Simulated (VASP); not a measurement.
# Y (P6_3/mmc) in VASP: single point with r2SCAN

Aim: the single point of Y with r2SCAN.

Program: VASP 6.6.1. These are calculated values, not measurements. Logs are shortened: lines on timing, memory, paths and dates and some standing lists are left out, and cuts for length are marked.

## (1) The cell of the first run

The structure is hexagonal, space group P6_3/mmc (No. 194). Conventional cell: a = 3.651 Å, b = 3.651 Å, c = 5.747 Å, α = 90.00°, β = 90.00°, γ = 120.00°. Within 4.7 Å of Y (site symmetry -6m2) lie 12 Y at 3.56 to 3.65 Å.

## (2) Single point, r2SCAN

POSCAR reads:

```
Y
1.0
    3.6514992371      0.0000000000      0.0000000000
   -1.8257496185      3.1622911012      0.0000000000
    0.0000000000      0.0000000000      5.7474000000
Y
2
Direct
    0.3333333333      0.6666666667      0.2500000000
    0.6666666667      0.3333333333      0.7500000000
```

INCAR.step1 reads:

```
ALGO = Normal ; EDIFF = 1E-4
ENCUT = 520 ; GGA = PE
ISMEAR = 0 ; LASPH = T
LCHARG = F ; LREAL = F
LWAVE = T ; NBANDS = 18
NELM = 60 ; PREC = Accurate
SIGMA = 0.15
```

INCAR.step2 reads:

```
ALGO = Normal ; EDIFF = 1E-6
ENCUT = 520 ; ISIF = 2
ISMEAR = 0 ; ISTART = 1
LASPH = T ; LCHARG = F
LMIXTAU = T ; LREAL = F
LWAVE = F ; METAGGA = R2SCAN
NBANDS = 18 ; NELM = 60
PREC = Accurate ; SIGMA = 0.15
```

KPOINTS reads:

```
k-points
0
Gamma
  18 18 10
```

Potentials or basis: VASP PAW PBE potentials, release 64 (Y_sv).

On the command line:

```
$ cat potpaw_PBE.64/Y_sv/POTCAR > POTCAR
$ cp INCAR.step1 INCAR
$ mpirun -np 1 vasp_std > vasp.out
$ cp INCAR.step2 INCAR
$ mpirun -np 1 vasp_std > vasp.out
```

OUTCAR:

```text
EDIFF = 1E-6
   ENCUT = 520
   ISIF = 2
   ISMEAR = 0
   ISTART = 1
   LASPH = T
   LREAL = F
   METAGGA = R2SCAN
   NELM = 60
   PREC = Accurate

 ion  position               nearest neighbor table
   1  0.333  0.667  0.250-   2 3.56   2 3.56   2 3.56   2 3.56   2 3.56   2 3.56
   2  0.667  0.333  0.750-   1 3.56   1 3.56   1 3.56   1 3.56   1 3.56   1 3.56

  LATTYP: Found a hexagonal cell.
 ALAT       =     3.6514992371
 C/A-ratio  =     1.5739836234

  Lattice vectors:

 A1 = (   3.6514992371,   0.0000000000,   0.0000000000)
 A2 = (  -1.8257496185,   3.1622911012,   0.0000000000)
 A3 = (   0.0000000000,   0.0000000000,   5.7474000000)

Analysis of symmetry for initial positions (statically):
=====================================================================
 Subroutine PRICEL returns:
 Original cell was already a primitive cell.

 Routine SETGRP: Setting up the symmetry group for a
 hexagonal supercell.

 Subroutine GETGRP returns: Found 24 space group operations
 (whereof 12 operations were pure point group operations)
 out of a pool of 24 trial point group operations.

The static configuration has the point symmetry D_3d.
 The point group associated with its full space group is D_6h.

Analysis of symmetry for dynamics (positions and initial velocities):
=====================================================================
 Subroutine PRICEL returns:
 Original cell was already a primitive cell.

 Routine SETGRP: Setting up the symmetry group for a
 hexagonal supercell.

 Subroutine GETGRP returns: Found 24 space group operations
 (whereof 12 operations were pure point group operations)
 out of a pool of 24 trial point group operations.

The dynamic configuration has the point symmetry D_3d.
 The point group associated with its full space group is D_6h.

 Subroutine INISYM returns: Found 24 space group operations
 (whereof 12 operations are pure point group operations),
 and found     1 'primitive' translations

----------------------------------------------------------------------------------------

                                     Primitive cell

  volume of cell :      66.3658

  direct lattice vectors                    reciprocal lattice vectors
     3.651499237  0.000000000  0.000000000     0.273860115  0.158113211  0.000000000
    -1.825749618  3.162291101  0.000000000     0.000000000  0.316226422  0.000000000
     0.000000000  0.000000000  5.747400000     0.000000000  0.000000000  0.173991718

  length of vectors
[... 82 lines left out ...]
   EDIFF  = 0.1E-05   stopping-criterion for ELM
   LREAL  =      F    real-space projection
   EDIFFG = 0.1E-04   stopping-criterion for IOM
   NSW    =      0    number of steps for IOM
   IBRION =     -1    ionic relax: 0-MD 1-quasi-New 2-CG
   NFREE  =      0    steps in history (QN), initial steepest desc. (CG)
   ISIF   =      2    stress and relaxation
   ISYM   =      2    0-nonsym 1-usesym 2-fastsym
   POTIM  = 0.5000    time-step for ionic-motion
   TEBEG  =    0.0;   TEEND  =   0.0 temperature during run
   PSTRESS=    0.0 pullay stress
   NELECT =      22.0000    total number of electrons
   NUPDOWN=      -1.0000    fix difference up-down
   EMIN   =  10.00;   EMAX   =-10.00  energy-range for DOS
   EFERMI =   0.00;   METHOD = LEGACY
   ISMEAR =     0;   SIGMA  =   0.15  broadening in eV -4-tet -1-fermi 0-gaus
   EFERMI_NEDOS =   21; number of points for ismear=-14 and -15
   IALGO  =     38    algorithm
   IMIX   =      4    mixing-type and parameters
     AMIX     =   0.40;   BMIX     =  1.00
     AMIX_MAG =   1.60;   BMIX_MAG =  1.00
  volume/ion in A,a.u.               =      33.18       223.93
  Fermi-wavevector in a.u.,A,eV,Ry     =   1.133011  2.141081 17.465997  1.283715
  Thomas-Fermi vector in A             =   2.269713
   LORBIT       =      0    0 simple, 1 ext, 2 COOP (PROOUT), +10 PAW based schemes
   METAGGA = R2SCAN    functional components
   LHFCALC =     F    Hartree Fock is set to
   AEXX    =    0.0000 exact exchange contribution
   IVDW    =     0    specifies the selected vdW correction
   LEPSILON=     F    determine dielectric tensor
   LRPA    =     F    only Hartree local field effects (RPA)
 non-spin polarized calculation
 Gauss-broadening in eV      SIGMA  =   0.15
  energy-cutoff  :      520.00
  volume of cell :       66.37
 maximum number of plane-waves:      1818
 NGX is ok and might be reduce to    28
   NGX = 13   NGY = 13   NGZ = 21

 number of electron      22.0000001 magnetization

 Free energy of the ion-electron system (eV)
  ---------------------------------------------------
  ext. energy  EPLUGINS =         0.00000000
  ---------------------------------------------------
  free energy    TOTEN  =       -40.56010586 eV

  energy without entropy =      -40.51688532  energy(sigma->0) =      -40.53849559

 E-fermi :   2.9852     XC(G=0): -10.0276

 val. band max:        2.9832220601   @ k =   0.2778   0.1667   0.4000
 cond. band min:       2.9864180877   @ k =   0.2778   0.1111   0.4000
 fundamental gap:      0.0031960276
 Fermi energy:         2.9852067303

 k-point     1 :       0.0000    0.0000    0.0000
  band No.  band energies     occupation
      1     -41.2174      2.00000
      2     -41.1420      2.00000
      3     -20.8458      2.00000
      4     -20.3539      2.00000
      5     -20.3539      2.00000
      6     -20.2672      2.00000
[... 481 lines left out ...]
      5     -20.5905      2.00000
      6     -20.4916      2.00000
[... 10 lines left out ...]
     17       8.2054      0.00000
     18       8.6621      0.00000

 [... further k-points ...]

------------------------ aborting loop because EDIFF is reached ----------------------------------------

  FORCE on cell =-STRESS in cart. coord.  units (eV):
  Direction    XX          YY          ZZ          XY          YZ          ZX
  --------------------------------------------------------------------------------------
  -------------------------------------------------------------------------------------
  Total        0.3229147      0.3229147     -0.0872928      0.0000000      0.0000000      0.0000000
  in kB        7.7956785      7.7956785     -2.1073876      0.0000000      0.0000000      0.0000000
  external PRESSURE =       4.4946565 kB  Pullay stress =       0.0000000 kB

 VOLUME and BASIS-vectors are now :
 -----------------------------------------------------------------------------
  energy-cutoff  :      520.00
  volume of cell :       66.37
      direct lattice vectors                 reciprocal lattice vectors
     3.651499237  0.000000000  0.000000000     0.273860115  0.158113211  0.000000000
    -1.825749618  3.162291101  0.000000000     0.000000000  0.316226422  0.000000000
     0.000000000  0.000000000  5.747400000     0.000000000  0.000000000  0.173991718

 POSITION                                       TOTAL-FORCE (eV/Angst)
 -----------------------------------------------------------------------------------
     -0.00000      2.10819      1.43685        -0.000000      0.000000      0.000000
      1.82575      1.05410      4.31055         0.000000      0.000000      0.000000
 -----------------------------------------------------------------------------------
    total drift:                                0.000000     -0.000000      0.000000

  FREE ENERGIE OF THE ION-ELECTRON SYSTEM (eV)
  ---------------------------------------------------
  free  energy   TOTEN  =       -40.5601058551 eV

  energy  without entropy=      -40.5168853229  energy(sigma->0) =      -40.53849559
```

It took 28 min on 1 thread of Intel Xeon 8259CL, shared host; peak memory 0.39 GiB.

Results:

```
Free energy            : -40.5601 eV
Pressure               : 0.4 GPa
Band gap on the k mesh : zero (bands 11 and 12 overlap by 1.58 eV)
```

Levels at points of the mesh, in eV from the Fermi level:
```csv
k point,band 9,band 10,band 11,band 12,band 13,band 14
"(0.00, 0.00, 0.00)",-4.90,-1.87,0.69,1.99,1.99,2.30
"(0.50, 0.00, 0.00)",-1.70,-1.19,-0.82,-0.22,1.48,1.73
"(0.00, 0.00, 0.50)",-3.42,-3.42,1.05,1.05,1.92,1.92
"(0.50, 0.00, 0.50)",-1.66,-1.66,0.09,0.09,1.37,1.37
```

Caveat: the PAW data sets were made with another functional, which shifts forces and pressure a little.
